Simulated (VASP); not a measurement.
# ZnS in VASP: notebook, part 2 of 2

VASP 6.6.1. Earlier steps stand in the parts before.

## Step 4: Single point, PBE (the distance across one plane changed)

Contents of INCAR:

```
PREC = Accurate ; ENCUT = 520
EDIFF = 1E-7 ; ISMEAR = 0
SIGMA = 0.05 ; LREAL = False
LASPH = True ; NELM = 100
ALGO = Normal ; ISIF = 2
LWAVE = False ; LCHARG = True
GGA = PE ; LELF = True
LVHAR = True ; NBANDS = 46
```

Contents of KPOINTS:

```
Automatic mesh
0
Gamma
  8 8 2
```

Contents of POSCAR:

```
ZnS
1.0
   -3.8467234434      0.0000000000      0.0000000000
   -1.9233617217     -3.3313602233      0.0000000000
    0.0000000000      0.0000000000     12.8402250239
Zn S
4 4
Direct
    0.0000000000      0.0000000000      0.6434731108
    0.0000000000      0.0000000000      0.1532081427
    0.3333333333      0.3333333333      0.8885802646
    0.6666666667      0.6666666667      0.3983152965
    0.0000000000      0.0000000000      0.8270668996
    0.0000000000      1.0000000000      0.3368019315
    0.3333333333      0.3333333333      0.0920084595
    0.6666666667      0.6666666667      0.5822734276
```

Potentials or basis: VASP PAW PBE potentials, release 64 (Zn, S).

Run with:

```sh
cat potpaw_PBE.64/Zn/POTCAR potpaw_PBE.64/S/POTCAR > POTCAR
mpirun -np 1 vasp_std > vasp.out
```

OUTCAR:

```text
PREC = Accurate
   ENCUT = 520
   EDIFF = 1E-7
   ISMEAR = 0
   LREAL = False
   LASPH = True
   NELM = 100
   ISIF = 2
   GGA = PE

 ion  position               nearest neighbor table
   1  0.000  0.000  0.643-   8 2.36   8 2.36   8 2.36   5 2.36
   2  0.000  0.000  0.153-   7 2.36   7 2.36   7 2.36   6 2.36
   3  0.333  0.333  0.889-   5 2.36   5 2.36   5 2.36   7 2.61
   4  0.667  0.667  0.398-   6 2.36   6 2.36   6 2.36   8 2.36
   5  0.000  0.000  0.827-   3 2.36   3 2.36   3 2.36   1 2.36
   6  0.000  0.000  0.337-   4 2.36   4 2.36   4 2.36   2 2.36
   7  0.333  0.333  0.092-   2 2.36   2 2.36   2 2.36   3 2.61
   8  0.667  0.667  0.582-   1 2.36   1 2.36   1 2.36   4 2.36

  LATTYP: Found a hexagonal cell.
 ALAT       =     3.8467234434
 C/A-ratio  =     3.3379641695

  Lattice vectors:

 A1 = (   1.9233617217,   3.3313602233,   0.0000000000)
 A2 = (  -3.8467234434,   0.0000000000,   0.0000000000)
 A3 = (   0.0000000000,   0.0000000000,  12.8402250239)

Analysis of symmetry for initial positions (statically):
=====================================================================
 Subroutine PRICEL returns:
 Original cell was already a primitive cell.

 Routine SETGRP: Setting up the symmetry group for a
 hexagonal supercell.

 Subroutine GETGRP returns: Found  6 space group operations
 (whereof  6 operations were pure point group operations)
 out of a pool of 24 trial point group operations.

The static configuration has the point symmetry C_3v.

Analysis of symmetry for dynamics (positions and initial velocities):
=====================================================================
 Subroutine PRICEL returns:
 Original cell was already a primitive cell.

[... 135 lines left out ...]
  volume/ion in A,a.u.               =      20.57       138.80
  Fermi-wavevector in a.u.,A,eV,Ry     =   1.242865  2.348674 21.017099  1.544713
  Thomas-Fermi vector in A             =   2.377201
   LORBIT       =      0    0 simple, 1 ext, 2 COOP (PROOUT), +10 PAW based schemes
   GGA     = PE    functional components
   LHFCALC =     F    Hartree Fock is set to
   AEXX    =    0.0000 exact exchange contribution
   IVDW    =     0    specifies the selected vdW correction
   LEPSILON=     F    determine dielectric tensor
   LRPA    =     F    only Hartree local field effects (RPA)
 non-spin polarized calculation
 Gauss-broadening in eV      SIGMA  =   0.05
  energy-cutoff  :      520.00
  volume of cell :      164.55
 maximum number of plane-waves:      4456
 NGX is ok and might be reduce to    30
   NGX = 15   NGY = 15   NGZ = 47

 number of electron      71.9999979 magnetization

 Free energy of the ion-electron system (eV)
  ---------------------------------------------------
  ext. energy  EPLUGINS =         0.00000000
  ---------------------------------------------------
  free energy    TOTEN  =       -27.26913950 eV

  energy without entropy =      -27.26913950  energy(sigma->0) =      -27.26913950

 E-fermi :   2.1163     XC(G=0):  -9.4290

 val. band max:        1.8533106397   @ k =   0.0000   0.0000   0.0000
 cond. band min:       3.6529239548   @ k =   0.0000   0.0000   0.0000
 fundamental gap:      1.7996133151
 Fermi energy:         2.1162526347

 k-point     1 :       0.0000    0.0000    0.0000
  band No.  band energies     occupation
      1     -11.2645      2.00000
      2     -10.9020      2.00000
      3     -10.6699      2.00000
      4     -10.2076      2.00000
      5      -4.6247      2.00000
      6      -4.6247      2.00000
[... 969 lines left out ...]
     45       9.0903      0.00000
     46       9.2655      0.00000

------------------------ aborting loop because EDIFF is reached ----------------------------------------

  FORCE on cell =-STRESS in cart. coord.  units (eV):
  Direction    XX          YY          ZZ          XY          YZ          ZX
  --------------------------------------------------------------------------------------
  -------------------------------------------------------------------------------------
  Total       -0.1418245     -0.1418245     -2.0883336     -0.0000000     -0.0000000      0.0000000
  in kB       -1.3809462     -1.3809462    -20.3341142     -0.0000000     -0.0000000      0.0000000
  external PRESSURE =      -7.6986688 kB  Pullay stress =       0.0000000 kB

 VOLUME and BASIS-vectors are now :
 -----------------------------------------------------------------------------
  energy-cutoff  :      520.00
  volume of cell :      164.55
      direct lattice vectors                 reciprocal lattice vectors
    -3.846723443  0.000000000  0.000000000    -0.259961501  0.150088843  0.000000000
    -1.923361722 -3.331360223  0.000000000     0.000000000 -0.300177685  0.000000000
     0.000000000  0.000000000 12.840225024     0.000000000  0.000000000  0.077880255

 POSITION                                       TOTAL-FORCE (eV/Angst)
 -----------------------------------------------------------------------------------
      0.00000      0.00000      8.26234        -0.000000     -0.000000     -0.111419
      0.00000      0.00000      1.96723        -0.000000     -0.000000     -0.166320
     -1.92336     -1.11045     11.40957        -0.000000     -0.000000      0.650570
     -3.84672     -2.22091      5.11446        -0.000000     -0.000000     -0.116707
      0.00000      0.00000     10.61973        -0.000000     -0.000000      0.310624
      0.00000      0.00000      4.32461        -0.000000     -0.000000      0.115330
     -1.92336     -1.11045      1.18141         0.000000      0.000000     -0.797574
     -3.84672     -2.22091      7.47652        -0.000000      0.000000      0.115496
 -----------------------------------------------------------------------------------
    total drift:                               -0.000000     -0.000000      0.001552

  FREE ENERGIE OF THE ION-ELECTRON SYSTEM (eV)
  ---------------------------------------------------
  free  energy   TOTEN  =       -27.2691394991 eV

  energy  without entropy=      -27.2691394991  energy(sigma->0) =      -27.26913950
```

OSZICAR:

```text
N       E                     dE             d eps       ncg     rms          rms(c)
DAV:   1     0.590313130435E+03    0.59031E+03   -0.32947E+04  1840   0.186E+03
DAV:   2     0.523794632666E+02   -0.53793E+03   -0.51710E+03  1840   0.433E+02
DAV:   3    -0.251058889777E+02   -0.77485E+02   -0.76384E+02  2034   0.152E+02
DAV:   4    -0.289571493470E+02   -0.38513E+01   -0.38339E+01  2234   0.341E+01
DAV:   5    -0.290173053093E+02   -0.60156E-01   -0.60128E-01  2154   0.428E+00    0.130E+01
DAV:   6    -0.272316355539E+02    0.17857E+01   -0.35936E+00  2820   0.413E+01    0.101E+01
DAV:   7    -0.273311742376E+02   -0.99539E-01   -0.43007E+00  2090   0.823E+00    0.397E+00
DAV:   8    -0.272666103232E+02    0.64564E-01   -0.31931E-01  2334   0.601E+00    0.115E+00
DAV:   9    -0.272680993994E+02   -0.14891E-02   -0.65849E-02  2380   0.293E+00    0.388E-01
DAV:  10    -0.272685880153E+02   -0.48862E-03   -0.49767E-03  2102   0.110E+00    0.217E-01
DAV:  11    -0.272689402610E+02   -0.35225E-03   -0.76323E-04  2130   0.392E-01    0.993E-02
DAV:  12    -0.272691281939E+02   -0.18793E-03   -0.39866E-04  2040   0.139E-01    0.385E-02
DAV:  13    -0.272691300105E+02   -0.18167E-05   -0.47332E-05  2280   0.803E-02    0.278E-02
DAV:  14    -0.272691378810E+02   -0.78705E-05   -0.13442E-05  2058   0.587E-02    0.593E-03
DAV:  15    -0.272691390341E+02   -0.11531E-05   -0.31801E-06  2170   0.238E-02    0.269E-03
DAV:  16    -0.272691394151E+02   -0.38097E-06   -0.12890E-06  2020   0.764E-03    0.983E-04
DAV:  17    -0.272691394991E+02   -0.84026E-07   -0.21850E-07  1676   0.455E-03
   1 F= -.27269139E+02 E0= -.27269139E+02  d E =-.430344E-15
```

stdout:

```text
POSCAR found type information on POSCAR ZnS
 POSCAR found :  2 types and       8 ions
 scaLAPACK will be used
 LDA part: xc-table for (Slater+PW92), standard interpolation
 POSCAR, INCAR and KPOINTS ok, starting setup
 FFT: planning ... GRIDC
 FFT: planning ... GRID_SOFT
 FFT: planning ... GRID
 WAVECAR not read
 entering main loop
```

It took 3.2 min on 1 thread of Intel Xeon Platinum 8488C (Sapphire Rapids), shared host; peak memory 0.33 GiB.

Results:

* Free energy: -27.2691 eV
* Pressure: -0.8 GPa
* Largest force: 0.798 eV/Å
* Band gap on the k mesh: 1.80 eV

Forces in eV/Å, atoms in the order of the input:
```
Zn   0.000  0.000 -0.111
Zn   0.000  0.000 -0.166
Zn   0.000  0.000  0.651
Zn   0.000  0.000 -0.117
S    0.000  0.000  0.311
S    0.000  0.000  0.115
S    0.000  0.000 -0.798
S    0.000  0.000  0.115
```

Stress tensor (GPa, compression positive):
```
-0.14  0.00  0.00
 0.00 -0.14  0.00
 0.00  0.00 -2.03
```

Levels at points of the mesh, in eV from the valence-band top:
```
           k point  band 32  band 33  band 34  band 35  band 36  band 37  band 38  band 39  band 40  band 41
(0.00, 0.00, 0.00)    -0.41    -0.41    -0.15     0.00     0.00     1.80     3.03     3.20     3.55     5.89
(0.50, 0.00, 0.00)    -1.71    -1.70    -1.49    -1.06    -0.91     3.00     3.32     3.64     4.34     4.67
(0.00, 0.00, 0.50)    -0.69    -0.32    -0.32    -0.03    -0.03     2.50     2.85     3.10     3.39     5.70
(0.50, 0.00, 0.50)    -1.89    -1.66    -1.33    -1.27    -0.99     3.39     3.65     3.82     3.90     4.44
```

Caveat: the cell differs from its parent crystal (the distance across one plane changed).

## Step 5: Single point, PBE (the distance across one plane changed)

Contents of INCAR:

```
PREC     = Accurate       # precision mode
ENCUT    = 520            # plane-wave cutoff, eV
EDIFF    = 1E-6           # SCF threshold, eV
ISMEAR   = 0              # smearing method
SIGMA    = 0.05           # smearing width, eV
LREAL    = False          # projectors in reciprocal space
LASPH    = True           # aspherical terms in the spheres
NELM     = 80             # most SCF steps
ALGO     = Normal         # electronic algorithm
ISIF     = 2              # what is computed and relaxed
LWAVE    = False          # write WAVECAR
LCHARG   = True           # write CHGCAR
GGA      = PE             # functional
LELF     = True           # ELF
LVHAR    = True         
NBANDS   = 46             # bands
```

KPOINTS is that of step 4.

Contents of POSCAR:

```
ZnS
1.0
   -3.8467234434      0.0000000000      0.0000000000
   -1.9233617217     -3.3313602233      0.0000000000
    0.0000000000      0.0000000000     13.0902250239
Zn S
4 4
Direct
    0.0000000000      0.0000000000      0.6311839196
    0.0000000000      0.0000000000      0.1502821398
    0.3333333333      0.3333333333      0.8716099631
    0.6666666667      0.6666666667      0.3907081833
    0.0000000000      0.0000000000      0.8112713938
    0.0000000000      1.0000000000      0.3303696140
    0.3333333333      0.3333333333      0.0902512617
    0.6666666667      0.6666666667      0.5711530414
```

Potentials or basis: VASP PAW PBE potentials, release 64 (Zn, S).

Run with:

```sh
cat potpaw_PBE.64/Zn/POTCAR potpaw_PBE.64/S/POTCAR > POTCAR
mpirun -np 1 vasp_std > vasp.out
```

OUTCAR:

```text
PREC = Accurate
   ENCUT = 520
   EDIFF = 1E-6
   ISMEAR = 0
   LREAL = False
   LASPH = True
   NELM = 80
   ISIF = 2
   GGA = PE

 ion  position               nearest neighbor table
   1  0.000  0.000  0.631-   8 2.36   8 2.36   8 2.36   5 2.36
   2  0.000  0.000  0.150-   7 2.36   7 2.36   7 2.36   6 2.36
   3  0.333  0.333  0.872-   5 2.36   5 2.36   5 2.36   7 2.86
   4  0.667  0.667  0.391-   6 2.36   6 2.36   6 2.36   8 2.36
   5  0.000  0.000  0.811-   3 2.36   3 2.36   3 2.36   1 2.36
   6  0.000  0.000  0.330-   4 2.36   4 2.36   4 2.36   2 2.36
   7  0.333  0.333  0.090-   2 2.36   2 2.36   2 2.36   3 2.86
   8  0.667  0.667  0.571-   1 2.36   1 2.36   1 2.36   4 2.36

  LATTYP: Found a hexagonal cell.
 ALAT       =     3.8467234434
 C/A-ratio  =     3.4029545447

  Lattice vectors:

 A1 = (   1.9233617217,   3.3313602233,   0.0000000000)
 A2 = (  -3.8467234434,   0.0000000000,   0.0000000000)
 A3 = (   0.0000000000,   0.0000000000,  13.0902250239)

Analysis of symmetry for initial positions (statically):
=====================================================================
 Subroutine PRICEL returns:
 Original cell was already a primitive cell.

 Routine SETGRP: Setting up the symmetry group for a
 hexagonal supercell.

 Subroutine GETGRP returns: Found  6 space group operations
 (whereof  6 operations were pure point group operations)
 out of a pool of 24 trial point group operations.

The static configuration has the point symmetry C_3v.

Analysis of symmetry for dynamics (positions and initial velocities):
=====================================================================
 Subroutine PRICEL returns:
 Original cell was already a primitive cell.

[... 135 lines left out ...]
  volume/ion in A,a.u.               =      20.97       141.50
  Fermi-wavevector in a.u.,A,eV,Ry     =   1.234902  2.333626 20.748647  1.524983
  Thomas-Fermi vector in A             =   2.369573
   LORBIT       =      0    0 simple, 1 ext, 2 COOP (PROOUT), +10 PAW based schemes
   GGA     = PE    functional components
   LHFCALC =     F    Hartree Fock is set to
   AEXX    =    0.0000 exact exchange contribution
   IVDW    =     0    specifies the selected vdW correction
   LEPSILON=     F    determine dielectric tensor
   LRPA    =     F    only Hartree local field effects (RPA)
 non-spin polarized calculation
 Gauss-broadening in eV      SIGMA  =   0.05
  energy-cutoff  :      520.00
  volume of cell :      167.75
 maximum number of plane-waves:      4549
 NGX is ok and might be reduce to    30
   NGX = 15   NGY = 15   NGZ = 49

 number of electron      72.0000014 magnetization

 Free energy of the ion-electron system (eV)
  ---------------------------------------------------
  ext. energy  EPLUGINS =         0.00000000
  ---------------------------------------------------
  free energy    TOTEN  =       -27.01107925 eV

  energy without entropy =      -27.01107925  energy(sigma->0) =      -27.01107925

 E-fermi :   2.1765     XC(G=0):  -9.3308

 val. band max:        1.9511573493   @ k =   0.0000   0.0000   0.0000
 cond. band min:       3.2917730384   @ k =   0.0000   0.0000   0.0000
 fundamental gap:      1.3406156892
 Fermi energy:         2.1764732055

 k-point     1 :       0.0000    0.0000    0.0000
  band No.  band energies     occupation
      1     -11.5727      2.00000
      2     -11.1238      2.00000
      3     -10.7274      2.00000
      4     -10.0673      2.00000
      5      -5.0014      2.00000
      6      -5.0014      2.00000
[... 969 lines left out ...]
     45       8.8024      0.00000
     46       9.1791      0.00000

------------------------ aborting loop because EDIFF is reached ----------------------------------------

  FORCE on cell =-STRESS in cart. coord.  units (eV):
  Direction    XX          YY          ZZ          XY          YZ          ZX
  --------------------------------------------------------------------------------------
  -------------------------------------------------------------------------------------
  Total       -0.3941902     -0.3941902     -2.7688143      0.0000000      0.0000000      0.0000000
  in kB       -3.7649286     -3.7649286    -26.4450708      0.0000000      0.0000000      0.0000000
  external PRESSURE =     -11.3249760 kB  Pullay stress =       0.0000000 kB

 VOLUME and BASIS-vectors are now :
 -----------------------------------------------------------------------------
  energy-cutoff  :      520.00
  volume of cell :      167.75
      direct lattice vectors                 reciprocal lattice vectors
    -3.846723443  0.000000000  0.000000000    -0.259961501  0.150088843  0.000000000
    -1.923361722 -3.331360223  0.000000000     0.000000000 -0.300177685  0.000000000
     0.000000000  0.000000000 13.090225024     0.000000000  0.000000000  0.076392881

 POSITION                                       TOTAL-FORCE (eV/Angst)
 -----------------------------------------------------------------------------------
      0.00000      0.00000      8.26234         0.000000      0.000000     -0.230898
      0.00000      0.00000      1.96723         0.000000      0.000000     -0.310781
     -1.92336     -1.11045     11.40957        -0.000000     -0.000000      0.718588
     -3.84672     -2.22091      5.11446         0.000000     -0.000000     -0.238609
      0.00000      0.00000     10.61973        -0.000000      0.000000      0.540611
      0.00000      0.00000      4.32461        -0.000000      0.000000      0.239841
     -1.92336     -1.11045      1.18141         0.000000      0.000000     -0.955381
     -3.84672     -2.22091      7.47652        -0.000000     -0.000000      0.236629
 -----------------------------------------------------------------------------------
    total drift:                               -0.000000     -0.000000      0.006535

  FREE ENERGIE OF THE ION-ELECTRON SYSTEM (eV)
  ---------------------------------------------------
  free  energy   TOTEN  =       -27.0110792506 eV

  energy  without entropy=      -27.0110792506  energy(sigma->0) =      -27.01107925
```

OSZICAR:

```text
N       E                     dE             d eps       ncg     rms          rms(c)
DAV:   1     0.586415483745E+03    0.58642E+03   -0.32873E+04  1840   0.185E+03
DAV:   2     0.508830643060E+02   -0.53553E+03   -0.51587E+03  1856   0.430E+02
DAV:   3    -0.251811288117E+02   -0.76064E+02   -0.74990E+02  2060   0.151E+02
DAV:   4    -0.288067992247E+02   -0.36257E+01   -0.36093E+01  2230   0.329E+01
DAV:   5    -0.288651346294E+02   -0.58335E-01   -0.58303E-01  2168   0.423E+00    0.130E+01
DAV:   6    -0.269816602713E+02    0.18835E+01   -0.36662E+00  2810   0.424E+01    0.100E+01
DAV:   7    -0.270718921233E+02   -0.90232E-01   -0.44155E+00  2144   0.902E+00    0.397E+00
DAV:   8    -0.270085261793E+02    0.63366E-01   -0.46738E-01  2320   0.771E+00    0.116E+00
DAV:   9    -0.270095158133E+02   -0.98963E-03   -0.82936E-02  2368   0.437E+00    0.386E-01
DAV:  10    -0.270105003635E+02   -0.98455E-03   -0.13612E-02  2136   0.168E+00    0.237E-01
DAV:  11    -0.270108699590E+02   -0.36960E-03   -0.17464E-03  2168   0.393E-01    0.129E-01
DAV:  12    -0.270110605154E+02   -0.19056E-03   -0.50294E-04  2140   0.208E-01    0.548E-02
DAV:  13    -0.270110678765E+02   -0.73612E-05   -0.12830E-04  2056   0.827E-02    0.278E-02
DAV:  14    -0.270110769435E+02   -0.90670E-05   -0.12483E-05  2088   0.339E-02    0.114E-02
DAV:  15    -0.270110792301E+02   -0.22866E-05   -0.52881E-06  1990   0.301E-02    0.730E-03
DAV:  16    -0.270110792506E+02   -0.20465E-07   -0.16103E-06  1530   0.154E-02
   1 F= -.27011079E+02 E0= -.27011079E+02  d E =-.836716E-12
```

Run time: 3 min. Hardware: 1 thread of Intel Xeon Platinum 8488C (Sapphire Rapids), shared host; peak memory 0.34 GiB.

What came out:

* Free energy: -27.0111 eV
* Pressure: -1.1 GPa
* Largest force: 0.955 eV/Å
* Band gap on the k mesh: 1.34 eV

Forces in eV/Å, atoms in the order of the input:
```
Zn   0.000  0.000 -0.231
Zn   0.000  0.000 -0.311
Zn   0.000  0.000  0.719
Zn   0.000  0.000 -0.239
S    0.000  0.000  0.541
S    0.000  0.000  0.240
S    0.000  0.000 -0.955
S    0.000  0.000  0.237
```

Stress tensor (GPa, compression positive):
```
-0.38  0.00  0.00
 0.00 -0.38  0.00
 0.00  0.00 -2.64
```

Levels at points of the mesh, in eV from the valence-band top:
```
           k point  band 34  band 35  band 36  band 37  band 38  band 39
(0.00, 0.00, 0.00)    -0.37     0.00     0.00     1.34     2.67     2.97
(0.50, 0.00, 0.00)    -1.63    -1.10    -0.98     2.46     3.07     3.31
(0.00, 0.00, 0.50)    -0.54    -0.01    -0.01     1.93     2.59     2.83
(0.50, 0.00, 0.50)    -1.56    -1.29    -1.01     2.76     3.31     3.47
```

Caveat: the cell differs from its parent crystal (the distance across one plane changed).

## Step 6: Summary

```tsv
cell	gap on the mesh (eV)	pressure (GPa)	largest force (eV/Å)
a = 3.847, b = 3.847, c = 18.590 Å, angles 90.0, 90.0, 60.0°, 8 atoms	none	-	1.08
a = 3.847, b = 3.847, c = 12.290 Å, angles 90.0, 90.0, 60.0°, 8 atoms	2.07	3.0	3.29
a = 3.847, b = 3.847, c = 12.840 Å, angles 90.0, 90.0, 60.0°, 8 atoms	1.80	-0.8	0.80
a = 3.847, b = 3.847, c = 13.090 Å, angles 90.0, 90.0, 60.0°, 8 atoms	1.34	-1.1	0.96
```

Alike in all rows: task single point; level PBE; potentials or basis VASP PAW PBE potentials, release 64 (Zn, S); no spin polarisation; k mesh 8 × 8 × 2; cutoff (eV) 520; smearing gaussian 0.05 eV.

Caveats: the cell stands under pressure (at least some runs); forces of over 1 eV/Å act on the atoms, so gaps and moduli don't describe the material at rest (at least some runs).

Absolute energies hang on the potentials; compare differences alone.
